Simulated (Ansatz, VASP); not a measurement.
This is a calculation of KCl for Ansatz 0.2.0.

File input:

```
crystal:
  lattice:
    - [3.8897175305, 0.0, 0.0]
    - [0.0, 3.8897175305, 0.0]
    - [0.0, 0.0, 3.8897175305]
  atoms:
    - { symbol: K, position: [0.0, 0.0, 0.0] }
    - { symbol: Cl, position: [0.5, 0.5, 0.5] }
hamiltonian:
  xc: pbe0
  pseudopotentials: { kind: paw }
kpoints:
  mp_grid: { grid: [4, 4, 4] }
scf:
  occupations: { method: fermi_dirac, width: 0.05 }
output:
  forces: true
  stress: true
  eigenvalues: true
```

Task: Set up the same calculation for VASP 6.6.1. Potentials there: VASP PAW PBE potentials, release 64 (K_sv, Cl).

Result: As run (the cutoff follows the program's own potentials):

Contents of POSCAR:

```
KCl
1.0
    3.8897175305      0.0000000000      0.0000000000
    0.0000000000      3.8897175305      0.0000000000
    0.0000000000      0.0000000000      3.8897175305
K Cl
1 1
Direct
    0.0000000000      0.0000000000      0.0000000000
    0.5000000000      0.5000000000      0.5000000000
```

Contents of INCAR.step1:

```
ALGO     = Normal         # electronic algorithm
EDIFF    = 1E-5           # SCF threshold, eV
ENCUT    = 520            # plane-wave cutoff, eV
GGA      = PE             # functional
ISIF     = 2              # what is computed and relaxed
ISMEAR   = -1             # smearing method
LASPH    = True           # aspherical terms in the spheres
LCHARG   = False          # write CHGCAR
LREAL    = False          # projectors in reciprocal space
LWAVE    = True           # write WAVECAR
NBANDS   = 15             # bands
NELM     = 100            # most SCF steps
PREC     = Accurate       # precision mode
SIGMA    = 0.05           # smearing width, eV
```

The input INCAR.step2:

```
AEXX     = 0.25           # exact-exchange fraction
ALGO     = Normal         # electronic algorithm
EDIFF    = 1E-6           # SCF threshold, eV
ENCUT    = 520            # plane-wave cutoff, eV
GGA      = PE             # functional
ISIF     = 2              # what is computed and relaxed
ISMEAR   = -1             # smearing method
ISTART   = 1            
LASPH    = True           # aspherical terms in the spheres
LCHARG   = False          # write CHGCAR
LHFCALC  = True           # exact exchange
LREAL    = False          # projectors in reciprocal space
LWAVE    = False          # write WAVECAR
NBANDS   = 15             # bands
NELM     = 100            # most SCF steps
PREC     = Accurate       # precision mode
PRECFOCK = Normal       
SIGMA    = 0.05           # smearing width, eV
```

The input KPOINTS:

```
k-points
0
Gamma
  4 4 4
```

Potentials or basis: VASP PAW PBE potentials, release 64 (K_sv, Cl).

Command:

```console
$ cat potpaw_PBE.64/K_sv/POTCAR potpaw_PBE.64/Cl/POTCAR > POTCAR
$ cp INCAR.step1 INCAR
$ mpirun -np 1 vasp_std > vasp.out
$ cp INCAR.step2 INCAR
$ mpirun -np 1 vasp_std > vasp.out
```

Both were run:

|  | VASP | Ansatz | Ansatz less VASP |
| --- | --- | --- | --- |
| gap on the k mesh at the Fermi level (eV) | 6.69 | 6.68 | -0.016 |
| least direct gap on the mesh (eV) | 6.90 | 6.89 | -0.016 |
| pressure (GPa) | -1.2 | -1.1 | +0.04 |
